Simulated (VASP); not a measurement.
# SiC: vibrations by perturbation theory with PBE

SiC:

```
Si C
1.0
     0.00000    2.20058    2.20058
     2.20058    0.00000    2.20058
     2.20058    2.20058    0.00000
Si C
1 1
Direct
  0.00000 0.00000 0.00000
  0.25000 0.25000 0.25000
```

```json
{"Program": "VASP 6.6.1", "Task": "vibrations by perturbation theory", "Functional": "PBE", "Potentials or basis": "VASP PAW PBE potentials, release 64 (Si, C)", "Cutoff": "600 eV", "k mesh": "7 × 7 × 7", "Occupations": "gaussian, width 0.01 eV", "Spin": "no spin polarisation", "Dipole correction": "no", "Further INCAR settings": "ALGO = Normal; EDIFF = 1e-08; IBRION = 8; NSW = 1"}
```

```yaml
Highest_phonon_frequency_at_Γ_LO-TO_splitting_left_out: 762 cm⁻¹
```

Phonon frequencies in cm⁻¹ (negative: imaginary):
```
              q point        frequencies
(0.000, 0.000, 0.000)  0 0 0 762 762 762
```

Wall time 43 s on 1 thread of Intel Xeon 8259CL (shared host), peak memory 0.19 GiB.

Caveat: the cell stands under pressure or tension, which shifts response properties.
